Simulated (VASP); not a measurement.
# La2O3 (P-1) in VASP: a series of runs

The runs below take La2O3 through single point, with PBE.

All numbers are computed with VASP 6.6.1; they aren't measurements. Logs are shortened: lines on timing, memory, paths and dates and some standing lists are left out, and cuts for length are marked.

## Step 1: The cell of the first run

The typed cell holds 5 atoms: a = 3.931 Å, b = 3.914 Å, c = 6.112 Å, α = 89.79°, β = 89.43°, γ = 119.57°.

## Step 2: Single point, PBE

The input, INCAR:

```
SYSTEM = La2O3
  PREC = Accurate
  ENCUT = 520
  EDIFF = 1E-6
  ISMEAR = 0
  SIGMA = 0.05
  LREAL = .False.
  LASPH = .True.
  NELM = 60
  ALGO = Normal
  ISIF = 2
  LWAVE = .False.
  LCHARG = .False.
  GGA = PE
  NBANDS = 28
```

The input, KPOINTS:

```
regular mesh
0
Gamma
  6 6 4
  0 0 0
```

The input, POSCAR:

```
La2O3
1.0
    3.9307780000      0.0196538900      0.0196538900
   -1.9483682350      3.3943260550      0.0071938200
    0.0305597700      0.0305597700      6.1119540000
La O
2 3
Direct
    0.6666666667      0.3333333333      0.7537640000
    0.3333333333      0.6666666667      0.2462360000
    0.6666666667      0.3333333333      0.3541090000
    0.3333333333      0.6666666667      0.6458910000
    0.0000000000      0.0000000000      0.0000000000
```

Potentials or basis: VASP PAW PBE potentials, release 64 (La, O).

Run with:

```console
> cat potpaw_PBE.64/La/POTCAR potpaw_PBE.64/O/POTCAR > POTCAR
> mpirun -np 1 vasp_std > vasp.out
```

OUTCAR:

```text
SYSTEM = La2O3
   PREC = Accurate
   ENCUT = 520
   EDIFF = 1E-6
   ISMEAR = 0
   LREAL = .False.
   LASPH = .True.
   NELM = 60
   ISIF = 2
   GGA = PE

 ion  position               nearest neighbor table
   1  0.667  0.333  0.754-   4 2.36   4 2.36   4 2.37   3 2.44   5 2.71   5 2.72   5 2.74
   2  0.333  0.667  0.246-   3 2.36   3 2.36   3 2.37   4 2.44   5 2.71   5 2.72   5 2.74
   3  0.667  0.333  0.354-   2 2.36   2 2.36   2 2.37   1 2.44
   4  0.333  0.667  0.646-   1 2.36   1 2.36   1 2.37   2 2.44
   5  0.000  0.000  0.000-   1 2.71   2 2.71   2 2.72   1 2.72   1 2.74   2 2.74

  LATTYP: Found a triclinic cell.
 ALAT       =     3.9479017643
 B/A-ratio  =     0.9913558876
 C/A-ratio  =     1.5481912068
 COS(alpha) =     0.0036852517
 COS(beta)  =     0.0136346637
 COS(gamma) =     0.5000187098

  Lattice vectors:

 A1 = (   1.9824097650,   3.4139799450,   0.0268477100)
 A2 = (  -1.9483682350,   3.3943260550,   0.0071938200)
 A3 = (   0.0305597700,   0.0305597700,   6.1119540000)

Analysis of symmetry for initial positions (statically):
=====================================================================
 Subroutine PRICEL returns:
 Original cell was already a primitive cell.

 Routine SETGRP: Setting up the symmetry group for a
 triclinic supercell.

 Subroutine GETGRP returns: Found  2 space group operations
 (whereof  2 operations were pure point group operations)
 out of a pool of  2 trial point group operations.

The static configuration has the point symmetry S_2 .

Analysis of symmetry for dynamics (positions and initial velocities):
=====================================================================
 Subroutine PRICEL returns:
 Original cell was already a primitive cell.

 Routine SETGRP: Setting up the symmetry group for a
 triclinic supercell.

 Subroutine GETGRP returns: Found  2 space group operations
 (whereof  2 operations were pure point group operations)
 out of a pool of  2 trial point group operations.

The dynamic configuration has the point symmetry S_2 .

 Subroutine INISYM returns: Found  2 space group operations
 (whereof  2 operations are pure point group operations),
 and found     1 'primitive' translations

----------------------------------------------------------------------------------------

                                     Primitive cell

  volume of cell :      81.7778

  direct lattice vectors                    reciprocal lattice vectors
     3.930778000  0.019653890  0.019653890     0.253684441  0.145620975 -0.001996527
    -1.948368235  3.394326055  0.007193820    -0.001461559  0.293773445 -0.001461559
     0.030559770  0.030559770  6.111954000    -0.000814039 -0.000814039  0.163621937

  length of vectors
     3.930876268  3.913775658  6.112106797     0.292515385  0.293780716  0.163625987

  position of ions in fractional coordinates (direct lattice)
     0.666666667  0.333333333  0.753764000
     0.333333333  0.666666667  0.246236000
     0.666666667  0.333333333  0.354109000
     0.333333333  0.666666667  0.645891000
     0.000000000  0.000000000  0.000000000

  ion indices of the primitive-cell ions
   primitive index   ion index
                 1           1
                 2           2
                 3           3
                 4           4
                 5           5

----------------------------------------------------------------------------------------

 KPOINTS: regular mesh

Automatic generation of k-mesh.
 Grid dimensions read from file:
 generate k-points for:    6    6    4

 Generating k-lattice:

  Cartesian coordinates                     Fractional coordinates (reciprocal lattice)
     0.042280740  0.024270163 -0.000332755     0.166666667 -0.000000000 -0.000000000
    -0.000243593  0.048962241 -0.000243593     0.000000000  0.166666667  0.000000000
    -0.000203510 -0.000203510  0.040905484    -0.000000000 -0.000000000  0.250000000

  Length of vectors
     0.048752564  0.048963453  0.040906497

  Shift w.r.t. Gamma in fractional coordinates (k-lattice)
     0.000000000  0.000000000  0.000000000

 Subroutine IBZKPT returns following result:
 ===========================================

 Found     76 irreducible k-points:

 Following reciprocal coordinates:
            Coordinates               Weight
  0.000000  0.000000  0.000000      1.000000
  0.166667  0.000000  0.000000      2.000000
  0.333333 -0.000000  0.000000      2.000000
  0.500000  0.000000  0.000000      1.000000
 -0.000000  0.166667 -0.000000      2.000000
  0.166667  0.166667  0.000000      2.000000
[... 16 lines left out ...]
  0.333333  0.000000  0.250000      2.000000
  0.500000  0.000000  0.250000      2.000000
 [... further k-points ...]
   k-points           NKPTS =     76   k-points in BZ     NKDIM =     76   number of bands    NBANDS=     28
   number of dos      NEDOS =    301   number of ions     NIONS =      5
   total plane-waves  NPLWV =  43200
   dimension x,y,z NGX =    30 NGY =   30 NGZ =   48
   dimension x,y,z NGXF=    60 NGYF=   60 NGZF=   96
   ions per type =               2   3
   NGX,Y,Z   is equivalent  to a cutoff of  12.69, 12.74, 13.06 a.u.
   NGXF,Y,Z  is equivalent  to a cutoff of  25.38, 25.49, 26.11 a.u.
 SYSTEM =  La2O3
   PREC   = accura    normal or accurate (medium, high low for compatibility)
   ISTART =      0    job   : 0-new  1-cont  2-samecut
   ICHARG =      2    charge: 1-file 2-atom 10-const
   ISPIN  =      1    spin polarized calculation?
   LNONCOLLINEAR =      F non collinear calculations
   LSORBIT =      F    spin-orbit coupling
   LASPH  =      T    aspherical Exc in radial PAW
   ENCUT  =  520.0 eV  38.22 Ry    6.18 a.u.   7.31  7.28 11.36*2*pi/ulx,y,z
   NELM   =     60;   NELMIN=  2; NELMDL= -5     # of ELM steps
   EDIFF  = 0.1E-05   stopping-criterion for ELM
   LREAL  =      F    real-space projection
   EDIFFG = 0.1E-04   stopping-criterion for IOM
   NSW    =      0    number of steps for IOM
   IBRION =     -1    ionic relax: 0-MD 1-quasi-New 2-CG
   NFREE  =      0    steps in history (QN), initial steepest desc. (CG)
   ISIF   =      2    stress and relaxation
   ISYM   =      2    0-nonsym 1-usesym 2-fastsym
   POTIM  = 0.5000    time-step for ionic-motion
   TEBEG  =    0.0;   TEEND  =   0.0 temperature during run
   PSTRESS=    0.0 pullay stress
   NELECT =      40.0000    total number of electrons
   NUPDOWN=      -1.0000    fix difference up-down
   EMIN   =  10.00;   EMAX   =-10.00  energy-range for DOS
   EFERMI =   0.00;   METHOD = LEGACY
   ISMEAR =     0;   SIGMA  =   0.05  broadening in eV -4-tet -1-fermi 0-gaus
   EFERMI_NEDOS =   21; number of points for ismear=-14 and -15
   IALGO  =     38    algorithm
   IMIX   =      4    mixing-type and parameters
     AMIX     =   0.40;   BMIX     =  1.00
     AMIX_MAG =   1.60;   BMIX_MAG =  1.00
  volume/ion in A,a.u.               =      16.36       110.37
  Fermi-wavevector in a.u.,A,eV,Ry     =   1.289881  2.437522 22.637290  1.663794
  Thomas-Fermi vector in A             =   2.421747
   LORBIT       =      0    0 simple, 1 ext, 2 COOP (PROOUT), +10 PAW based schemes
   GGA     = PE    functional components
   LHFCALC =     F    Hartree Fock is set to
   AEXX    =    0.0000 exact exchange contribution
   IVDW    =     0    specifies the selected vdW correction
   LEPSILON=     F    determine dielectric tensor
   LRPA    =     F    only Hartree local field effects (RPA)
 non-spin polarized calculation
 Gauss-broadening in eV      SIGMA  =   0.05
  energy-cutoff  :      520.00
  volume of cell :       81.78
 maximum number of plane-waves:      2230
 NGX is ok and might be reduce to    30
   NGX = 15   NGY = 15   NGZ = 23

 number of electron      39.9999992 magnetization

 Free energy of the ion-electron system (eV)
  ---------------------------------------------------
  ext. energy  EPLUGINS =         0.00000000
  ---------------------------------------------------
  free energy    TOTEN  =       -41.81119898 eV

  energy without entropy =      -41.81119898  energy(sigma->0) =      -41.81119898

 E-fermi :   6.2365     XC(G=0): -10.4730

 val. band max:        5.9848782425   @ k =   0.5000   0.5000   0.5000
 cond. band min:       9.8359919113   @ k =   0.5000   0.0000   0.0000
 fundamental gap:      3.8511136688
 Fermi energy:         6.2365457014

 k-point     1 :       0.0000    0.0000    0.0000
  band No.  band energies     occupation
      1     -23.8431      2.00000
      2     -23.5989      2.00000
      3     -10.9625      2.00000
      4      -9.7087      2.00000
      5      -9.2604      2.00000
      6      -7.3109      2.00000
[... 20 lines left out ...]
     27      11.3576      0.00000
     28      11.5951      0.00000

 k-point     2 :       0.1667    0.0000    0.0000
  band No.  band energies     occupation
      1     -23.7975      2.00000
      2     -23.5810      2.00000
      3     -10.9753      2.00000
      4     -10.1715      2.00000
      5      -9.5659      2.00000
      6      -7.4079      2.00000
[... 20 lines left out ...]
     27      11.4785      0.00000
     28      11.5509      0.00000

 k-point     3 :       0.3333   -0.0000    0.0000
  band No.  band energies     occupation
      1     -23.6961      2.00000
      2     -23.5533      2.00000
      3     -11.1701      2.00000
      4     -10.9005      2.00000
      5      -9.5994      2.00000
      6      -7.5836      2.00000
[... 20 lines left out ...]
     27      11.4159      0.00000
     28      11.4740      0.00000

 k-point     4 :       0.5000    0.0000    0.0000
  band No.  band energies     occupation
      1     -23.6325      2.00000
      2     -23.5509      2.00000
      3     -11.2897      2.00000
      4     -11.2435      2.00000
      5      -9.3863      2.00000
      6      -7.9269      2.00000
[... 578 lines left out ...]
     27      11.4023      0.00000
     28      11.5299      0.00000

 k-point    23 :       0.3333    0.0000    0.2500
  band No.  band energies     occupation
      1     -23.6776      2.00000
      2     -23.5721      2.00000
      3     -11.2489      2.00000
      4     -10.8542      2.00000
      5      -9.6093      2.00000
      6      -7.5356      2.00000
[... 20 lines left out ...]
     27      11.4310      0.00000
     28      11.4435      0.00000

 k-point    24 :       0.5000    0.0000    0.2500
  band No.  band energies     occupation
      1     -23.6205      2.00000
      2     -23.5627      2.00000
      3     -11.4301      2.00000
      4     -11.1773      2.00000
      5      -9.3253      2.00000
      6      -7.6907      2.00000
[... 20 lines left out ...]
     27      11.3667      0.00000
     28      11.3701      0.00000

 [... further k-points ...]

------------------------ aborting loop because EDIFF is reached ----------------------------------------

  FORCE on cell =-STRESS in cart. coord.  units (eV):
  Direction    XX          YY          ZZ          XY          YZ          ZX
  --------------------------------------------------------------------------------------
  -------------------------------------------------------------------------------------
  Total        0.6832658      0.8424159      0.9399754     -0.4223842     -0.3718613     -0.4466559
  in kB       13.3864386     16.5044827     18.4158537     -8.2752861     -7.2854504     -8.7508149
  external PRESSURE =      16.1022583 kB  Pullay stress =       0.0000000 kB

 VOLUME and BASIS-vectors are now :
 -----------------------------------------------------------------------------
  energy-cutoff  :      520.00
  volume of cell :       81.78
      direct lattice vectors                 reciprocal lattice vectors
     3.930778000  0.019653890  0.019653890     0.253684441  0.145620975 -0.001996527
    -1.948368235  3.394326055  0.007193820    -0.001461559  0.293773445 -0.001461559
     0.030559770  0.030559770  6.111954000    -0.000814039 -0.000814039  0.163621937

 POSITION                                       TOTAL-FORCE (eV/Angst)
 -----------------------------------------------------------------------------------
      1.99410      1.16758      4.62247         0.018184     -0.044650      0.001657
      0.01887      2.27696      1.51633        -0.018184      0.044650     -0.001657
      1.98188      1.15537      2.17980         0.037938     -0.016646     -0.011979
      0.03109      2.28917      3.95900        -0.037938      0.016646      0.011979
      0.00000      0.00000      0.00000        -0.000000      0.000000      0.000000
 -----------------------------------------------------------------------------------
    total drift:                               -0.000000      0.000000      0.000000

  FREE ENERGIE OF THE ION-ELECTRON SYSTEM (eV)
  ---------------------------------------------------
  free  energy   TOTEN  =       -41.8111989798 eV

  energy  without entropy=      -41.8111989798  energy(sigma->0) =      -41.81119898
```

Run time: 6.1 min. Hardware: 1 thread of Intel Xeon 8259CL, shared host; peak memory 0.32 GiB.

Results:

```
Free energy            : -41.8112 eV
Pressure               : 1.6 GPa
Largest force          : 0.048 eV/Å
Band gap on the k mesh : 3.85 eV (least direct gap 3.98 eV)
```

Forces in eV/Å, atoms in the order of the input:
```
La   0.018 -0.045  0.002
La  -0.018  0.045 -0.002
O    0.038 -0.017 -0.012
O   -0.038  0.017  0.012
O    0.000  0.000  0.000
```

Levels at points of the mesh, in eV from the valence-band top:
```csv
k point,band 17,band 18,band 19,band 20,band 21,band 22,band 23,band 24
"(0.00, 0.00, 0.00)",-1.66,-0.41,-0.36,-0.11,4.31,4.56,4.62,5.16
"(0.50, 0.00, 0.00)",-0.71,-0.66,-0.43,-0.32,3.85,4.70,5.17,5.20
"(0.00, 0.50, 0.00)",-0.76,-0.66,-0.41,-0.28,3.86,4.72,5.16,5.19
"(0.50, 0.50, 0.00)",-0.74,-0.64,-0.42,-0.28,3.85,4.71,5.16,5.19
"(0.00, 0.00, 0.50)",-1.00,-0.78,-0.29,-0.28,4.69,4.71,4.73,4.96
"(0.50, 0.00, 0.50)",-0.98,-0.70,-0.38,0.00,4.40,4.62,5.07,5.19
"(0.00, 0.50, 0.50)",-0.95,-0.70,-0.36,0.00,4.41,4.63,5.05,5.20
"(0.50, 0.50, 0.50)",-0.94,-0.71,-0.36,0.00,4.40,4.62,5.05,5.20
```

Caveat: spin-orbit coupling is left out, which moves the levels of the heavy elements. A k mesh can miss the band edges.

## Step 3: Single point, PBE

The input, INCAR:

```
PREC     = Accurate       # precision mode
ENCUT    = 520            # plane-wave cutoff, eV
EDIFF    = 1E-7           # SCF threshold, eV
ISMEAR   = 0              # smearing method
SIGMA    = 0.05           # smearing width, eV
LREAL    = F              # projectors in reciprocal space
LASPH    = T              # aspherical terms in the spheres
NELM     = 80             # most SCF steps
ALGO     = Normal         # electronic algorithm
ISIF     = 2              # what is computed and relaxed
LWAVE    = F              # write WAVECAR
LCHARG   = F              # write CHGCAR
GGA      = PE             # functional
NBANDS   = 28             # bands
```

The input, KPOINTS:

```
regular mesh
0
Gamma
  6 6 4
```

POSCAR, as its differences from that of step 2:

```diff
@@ -2,5 +2,5 @@
 1.0
-    3.9307780000      0.0196538900      0.0196538900
-   -1.9483682350      3.3943260550      0.0071938200
-    0.0305597700      0.0305597700      6.1119540000
+    3.9307780000      0.0393077800      0.0393077800
+   -1.9313474700      3.3844991100      0.0143876400
+    0.0611195400      0.0611195400      6.1119540000
 La O
```

Potentials or basis: VASP PAW PBE potentials, release 64 (La, O).

Run with:

```console
> cat potpaw_PBE.64/La/POTCAR potpaw_PBE.64/O/POTCAR > POTCAR
> mpirun -np 1 vasp_std > vasp.out
```

Run time: 7.6 min. Hardware: 1 thread of Intel Xeon 8259CL, shared host; peak memory 0.32 GiB.

Results (log left out):

| Item | Value |
| --- | --- |
| Free energy | -41.7925 eV |
| Pressure | 1.6 GPa |
| Largest force | 0.095 eV/Å |
| Band gap on the k mesh | 3.84 eV (least direct gap 3.97 eV) |

Forces on the atoms (eV/Å):
```
La   0.034 -0.089 -0.004
La  -0.034  0.089  0.004
O    0.075 -0.033 -0.013
O   -0.075  0.033  0.013
O    0.000  0.000  0.000
```

Stress tensor (GPa, compression positive):
```
 1.17 -1.66 -1.74
-1.66  1.82 -1.45
-1.74 -1.45  1.90
```

Levels at points of the mesh, in eV from the valence-band top:
```
           k point  band 18  band 19  band 20  band 21  band 22  band 23
(0.00, 0.00, 0.00)    -0.44    -0.34    -0.11     4.29     4.52     4.63
(0.50, 0.00, 0.00)    -0.65    -0.45    -0.35     3.84     4.67     5.15
(0.00, 0.50, 0.00)    -0.65    -0.40    -0.26     3.85     4.73     5.15
(0.50, 0.50, 0.00)    -0.61    -0.43    -0.27     3.84     4.71     5.14
(0.00, 0.00, 0.50)    -0.79    -0.30    -0.27     4.68     4.69     4.73
(0.50, 0.00, 0.50)    -0.70    -0.40    -0.01     4.38     4.60     5.08
(0.00, 0.50, 0.50)    -0.70    -0.36     0.00     4.40     4.62     5.04
(0.50, 0.50, 0.50)    -0.72    -0.36     0.00     4.39     4.61     5.03
```

Caveat: spin-orbit coupling is left out, which moves the levels of the heavy elements.
